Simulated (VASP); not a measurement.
C: single point with r2SCAN

Crystal: C.

```
CELL_PARAMETERS angstrom
0.00000 1.81015 1.78340
1.81015 0.00000 1.78340
1.81015 1.81015 0.00000
ATOMIC_POSITIONS crystal
C 0.50000 0.50000 0.50000
C 0.75000 0.75000 0.75000
```

This cell differs from its parent crystal: strain +0.015 along x and y, +0.000 along z.

| Item | Value |
| --- | --- |
| Program | VASP 6.6.1 |
| Task | single point |
| Functional | r2SCAN |
| Potentials or basis | VASP PAW PBE potentials, release 64 (C_h) |
| Cutoff | 1430 eV |
| k mesh | 12 × 12 × 12 |
| Occupations | gaussian, width 0.05 eV |
| Spin | no spin polarisation |
| Dipole correction | no |
| Further INCAR settings | ALGO = Normal; EDIFF = 1e-06; NBANDS = 11 |

* Pressure: -15.5 GPa
* Band gap on the k mesh: 3.91 eV (least direct gap 5.51 eV)

Stress tensor (GPa, compression positive):
```
-20.14   0.00   0.00
  0.00 -20.14   0.00
  0.00   0.00  -6.14
```

Levels at points of the mesh, in eV from the valence-band top:
| k point | band 2 | band 3 | band 4 | band 5 | band 6 | band 7 |
| --- | --- | --- | --- | --- | --- | --- |
| (0.00, 0.00, 0.00) | -0.23 | -0.23 | 0.00 | 5.51 | 5.71 | 5.71 |
| (0.50, 0.00, 0.00) | -13.84 | -3.17 | -2.90 | 8.35 | 8.57 | 8.92 |
| (0.50, 0.50, 0.00) | -13.35 | -6.75 | -6.75 | 4.57 | 4.57 | 17.35 |
| (0.50, 0.00, 0.50) | -13.58 | -6.53 | -6.53 | 4.93 | 4.93 | 17.25 |

Run time: 100 s on 1 thread of AMD EPYC 9R45 96-Core Processor (Zen 5) (shared host), peak memory 0.19 GiB.

Caveat: the cell differs from its parent crystal (strain +0.015 along x and y, +0.000 along z); the stress differs along the axes, from -20 to -6 GPa; the PAW data sets were made with another functional, which shifts forces and pressure a little. A k mesh can miss the band edges.
